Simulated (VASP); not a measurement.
# Al2O3 (Pnnm) in VASP: single point with PBEsol

Aim: the single point of Al2O3 with PBEsol.

All numbers are computed with VASP 6.6.1; they aren't measurements. Logs are shortened: lines on timing, memory, paths and dates and some standing lists are left out, and cuts for length are marked.

### 1 The cell of the first run

It takes space group Pnnm (No. 58, orthorhombic). Conventional cell: a = 4.614 Å, b = 9.563 Å, c = 3.120 Å, α = 90.00°, β = 90.00°, γ = 90.00°. Al (site symmetry m) has 4 O at 1.68 to 1.82 Å within 2.2 Å. Within 2.4 Å of O (site symmetry m) lie 3 Al at 1.82 Å. Within 2.2 Å of O (site symmetry 2/m) lie 2 Al at 1.68 Å.

### 2 Single point, PBEsol

POSCAR

```
Al2O3
1.0
    4.6137770000      0.0000000000      0.0000000000
    0.0000000000      9.5632790000      0.0000000000
    0.0000000000      0.0000000000      3.1198620000
Al O
4 6
Direct
    0.5170250000      0.3245730000      0.5000000000
    0.0170250000      0.1754270000      0.0000000000
    0.4829750000      0.6754270000      0.5000000000
    0.9829750000      0.8245730000      0.0000000000
    0.8763650000      0.2469500000      0.5000000000
    0.1236350000      0.7530500000      0.5000000000
    0.3763650000      0.2530500000      0.0000000000
    0.6236350000      0.7469500000      0.0000000000
    0.0000000000      0.0000000000      0.0000000000
    0.5000000000      0.5000000000      0.5000000000
```

INCAR.step1

```
SYSTEM = Al2O3
ALGO = Normal ; EDIFF = 1E-6
ENCUT = 520 ; GGA = PS
GGA_COMPAT = .FALSE. ; ISIF = 2
ISMEAR = 0 ; LASPH = .TRUE.
LCHARG = .TRUE. ; LORBIT = 11
LREAL = .FALSE. ; LWAVE = .FALSE.
NBANDS = 35 ; NEDOS = 2001
NELM = 120 ; PREC = Accurate
SIGMA = 0.01
```

KPOINTS.step1

```
k-points
0
G
  4 2 6
  0 0 0
```

INCAR.step2

```
SYSTEM = Al2O3
ALGO = Normal ; EDIFF = 1E-6
ENCUT = 520 ; GGA = PS
GGA_COMPAT = .FALSE. ; ICHARG = 11
ISIF = 2 ; ISMEAR = -5
LASPH = .TRUE. ; LCHARG = .FALSE.
LORBIT = 10 ; LREAL = .FALSE.
LWAVE = .FALSE. ; NBANDS = 35
NEDOS = 2001 ; NELM = 120
PREC = Accurate ; SIGMA = 0.01
```

KPOINTS.step2

```
k-points
0
G
  6 3 9
  0 0 0
```

Potentials or basis: VASP PAW PBE potentials, release 64 (Al, O).

Command:

```bash
$ cat potpaw_PBE.64/Al/POTCAR potpaw_PBE.64/O/POTCAR > POTCAR
$ cp INCAR.step1 INCAR
$ cp KPOINTS.step1 KPOINTS
$ mpirun -np 1 vasp_std > vasp.out
$ cp INCAR.step2 INCAR
$ cp KPOINTS.step2 KPOINTS
$ mpirun -np 1 vasp_std > vasp.out
```

OUTCAR:

```text
SYSTEM = Al2O3
   EDIFF = 1E-6
   ENCUT = 520
   GGA = PS
   ICHARG = 11
   ISIF = 2
   ISMEAR = -5
   LASPH = .TRUE.
   LORBIT = 10
   LREAL = .FALSE.
   NELM = 120
   PREC = Accurate

 ion  position               nearest neighbor table
   1  0.517  0.325  0.500-  10 1.68   5 1.82   7 1.82   7 1.82   2 3.13   2 3.13   2 3.13   2 3.13
                             3 3.36
   2  0.017  0.175  0.000-   9 1.68   7 1.82   5 1.82   5 1.82   1 3.13   1 3.13   1 3.13   1 3.13
                             4 3.36
   3  0.483  0.675  0.500-  10 1.68   6 1.82   8 1.82   8 1.82   4 3.13   4 3.13   4 3.13   4 3.13
                             1 3.36
   4  0.983  0.825  0.000-   9 1.68   8 1.82   6 1.82   6 1.82   3 3.13   3 3.13   3 3.13   3 3.13
                             2 3.36
   5  0.876  0.247  0.500-   1 1.82   2 1.82   2 1.82
   6  0.124  0.753  0.500-   3 1.82   4 1.82   4 1.82
   7  0.376  0.253  0.000-   2 1.82   1 1.82   1 1.82
   8  0.624  0.747  0.000-   4 1.82   3 1.82   3 1.82
   9  0.000  0.000  0.000-   2 1.68   4 1.68
  10  0.500  0.500  0.500-   1 1.68   3 1.68

  LATTYP: Found a simple orthorhombic cell.
 ALAT       =     3.1198620000
 B/A-ratio  =     1.4788400897
 C/A-ratio  =     3.0652891057

  Lattice vectors:

 A1 = (   0.0000000000,   0.0000000000,   3.1198620000)
 A2 = (   4.6137770000,   0.0000000000,   0.0000000000)
 A3 = (   0.0000000000,   9.5632790000,   0.0000000000)

Analysis of symmetry for initial positions (statically):
=====================================================================
 Subroutine PRICEL returns:
 Original cell was already a primitive cell.

 Routine SETGRP: Setting up the symmetry group for a
 simple orthorhombic supercell.

 Subroutine GETGRP returns: Found  8 space group operations
 (whereof  4 operations were pure point group operations)
 out of a pool of  8 trial point group operations.

The static configuration has the point symmetry C_2h.
 The point group associated with its full space group is D_2h.

Analysis of symmetry for dynamics (positions and initial velocities):
=====================================================================
 Subroutine PRICEL returns:
 Original cell was already a primitive cell.

 Routine SETGRP: Setting up the symmetry group for a
 simple orthorhombic supercell.

 Subroutine GETGRP returns: Found  8 space group operations
 (whereof  4 operations were pure point group operations)
 out of a pool of  8 trial point group operations.

The dynamic configuration has the point symmetry C_2h.
[... 135 lines left out ...]
   IALGO  =     38    algorithm
   IMIX   =      4    mixing-type and parameters
     AMIX     =   0.40;   BMIX     =  1.00
     AMIX_MAG =   1.60;   BMIX_MAG =  1.00
  volume/ion in A,a.u.               =      13.77        92.90
  Fermi-wavevector in a.u.,A,eV,Ry     =   1.152274  2.177482 18.064926  1.327735
  Thomas-Fermi vector in A             =   2.288926
   LORBIT       =     10    0 simple, 1 ext, 2 COOP (PROOUT), +10 PAW based schemes
   GGA     = PS    functional components
   LHFCALC =     F    Hartree Fock is set to
   AEXX    =    0.0000 exact exchange contribution
   IVDW    =     0    specifies the selected vdW correction
   LEPSILON=     F    determine dielectric tensor
   LRPA    =     F    only Hartree local field effects (RPA)
 non-spin polarized calculation
 Fermi weights with tetrahedron method with Bloechl corrections
  energy-cutoff  :      520.00
  volume of cell :      137.66
 maximum number of plane-waves:      3737
 NGX is ok and might be reduce to    36

 number of electron      48.0000028 magnetization

 Free energy of the ion-electron system (eV)
  ---------------------------------------------------
  ext. energy  EPLUGINS =         0.00000000
  ---------------------------------------------------
  free energy    TOTEN  =       -76.78755790 eV

  energy without entropy =      -76.78755790  energy(sigma->0) =      -76.78755790

 E-fermi :   1.7611     XC(G=0):  -8.9668

 val. band max:        1.7603284361   @ k =   0.0000   0.0000   0.0000
 cond. band min:       5.1828775021   @ k =   0.0000   0.0000   0.0000
 fundamental gap:      3.4225490660
 Fermi energy:         1.7610987042

 k-point     1 :       0.0000    0.0000    0.0000
  band No.  band energies     occupation
      1     -17.1150      2.00000
      2     -17.0404      2.00000
      3     -15.7683      2.00000
      4     -15.7411      2.00000
      5     -14.4776      2.00000
      6     -14.3606      2.00000
[... 901 lines left out ...]
     34      12.2706      0.00000
     35      12.4379      0.00000

 [... further k-points ...]
[... 5 lines left out ...]
  --------------------------------------------------------------------------------------
  -------------------------------------------------------------------------------------
  Total       -0.9998654     -0.2978812     -4.9588816     -0.0000000      0.0000000      0.0000000
  in kB      -11.6373285     -3.4670083    -57.7159050     -0.0000000      0.0000000      0.0000000
  external PRESSURE =     -24.2734139 kB  Pullay stress =       0.0000000 kB

 VOLUME and BASIS-vectors are now :
 -----------------------------------------------------------------------------
  energy-cutoff  :      520.00
  volume of cell :      137.66
      direct lattice vectors                 reciprocal lattice vectors
     4.613777000  0.000000000  0.000000000     0.216742162  0.000000000  0.000000000
     0.000000000  9.563279000  0.000000000     0.000000000  0.104566645  0.000000000
     0.000000000  0.000000000  3.119862000     0.000000000  0.000000000  0.320526998

 POSITION                                       TOTAL-FORCE (eV/Angst)
 -----------------------------------------------------------------------------------
      2.38544      3.10398      1.55993         0.050560     -0.076522      0.000000
      0.07855      1.67766      0.00000         0.050560      0.076522      0.000000
      2.22834      6.45930      1.55993        -0.050560      0.076522      0.000000
      4.53523      7.88562      0.00000        -0.050560     -0.076522      0.000000
      4.04335      2.36165      1.55993        -0.156379      0.071759      0.000000
      0.57042      7.20163      1.55993         0.156379     -0.071759      0.000000
      1.73646      2.41999      0.00000        -0.156379     -0.071759      0.000000
      2.87731      7.14329      0.00000         0.156379      0.071759      0.000000
      0.00000      0.00000      0.00000         0.000000      0.000000      0.000000
      2.30689      4.78164      1.55993         0.000000      0.000000      0.000000
 -----------------------------------------------------------------------------------
    total drift:                                0.000000     -0.000000     -0.000000

  FREE ENERGIE OF THE ION-ELECTRON SYSTEM (eV)
  ---------------------------------------------------
  free  energy   TOTEN  =       -76.7875578976 eV

  energy  without entropy=      -76.7875578976  energy(sigma->0) =      -76.78755790

 total charge

# of ion       s       p       d       tot
------------------------------------------
    1        0.343   0.437   0.000   0.780
    2        0.343   0.437   0.000   0.780
    3        0.343   0.437   0.000   0.780
    4        0.343   0.437   0.000   0.780
    5        1.539   3.609   0.000   5.148
    6        1.539   3.609   0.000   5.148
    7        1.539   3.609   0.000   5.148
    8        1.539   3.609   0.000   5.148
    9        1.543   3.611   0.000   5.154
   10        1.543   3.611   0.000   5.154
--------------------------------------------------
tot         10.615  23.403   0.000  34.017
```

OSZICAR.step1:

```text
N       E                     dE             d eps       ncg     rms          rms(c)
DAV:   1     0.254416299581E+03    0.25442E+03   -0.22957E+04  1680   0.122E+03
DAV:   2    -0.660136088513E+02   -0.32043E+03   -0.30752E+03  2240   0.269E+02
DAV:   3    -0.874798085895E+02   -0.21466E+02   -0.21350E+02  2159   0.745E+01
DAV:   4    -0.877241471650E+02   -0.24434E+00   -0.24411E+00  2029   0.895E+00
DAV:   5    -0.877278589183E+02   -0.37118E-02   -0.37107E-02  2081   0.110E+00    0.193E+01
DAV:   6    -0.769868466761E+02    0.10741E+02   -0.40641E+01  1906   0.324E+01    0.737E+00
DAV:   7    -0.768628047735E+02    0.12404E+00   -0.88910E-01  1907   0.501E+00    0.390E+00
DAV:   8    -0.767755049521E+02    0.87300E-01   -0.11408E-01  2047   0.244E+00    0.112E+00
DAV:   9    -0.767798871425E+02   -0.43822E-02   -0.30645E-02  1950   0.127E+00    0.306E-01
DAV:  10    -0.767842792007E+02   -0.43921E-02   -0.49266E-03  1860   0.353E-01    0.221E-01
DAV:  11    -0.767870989034E+02   -0.28197E-02   -0.27959E-03  1839   0.297E-01    0.617E-02
DAV:  12    -0.767872434481E+02   -0.14454E-03   -0.37818E-04  2058   0.122E-01    0.180E-02
DAV:  13    -0.767873425362E+02   -0.99088E-04   -0.15063E-04  1797   0.615E-02    0.149E-02
DAV:  14    -0.767873558690E+02   -0.13333E-04   -0.34263E-05  1989   0.308E-02    0.229E-03
DAV:  15    -0.767873563751E+02   -0.50609E-06   -0.10891E-06  1430   0.595E-03
   1 F= -.76787356E+02 E0= -.76787356E+02  d E =-.117315E-11
```

Run time: 2.4 min. Hardware: 1 thread of AMD EPYC 9R45 (Zen 5), shared host; peak memory 0.26 GiB.

Results:

| Property | Result |
| --- | --- |
| Valence electrons inside the program's atomic spheres | Al 0.78; O 5.15 |

Caveat: the PAW data sets were made with another functional, which shifts forces and pressure a little.
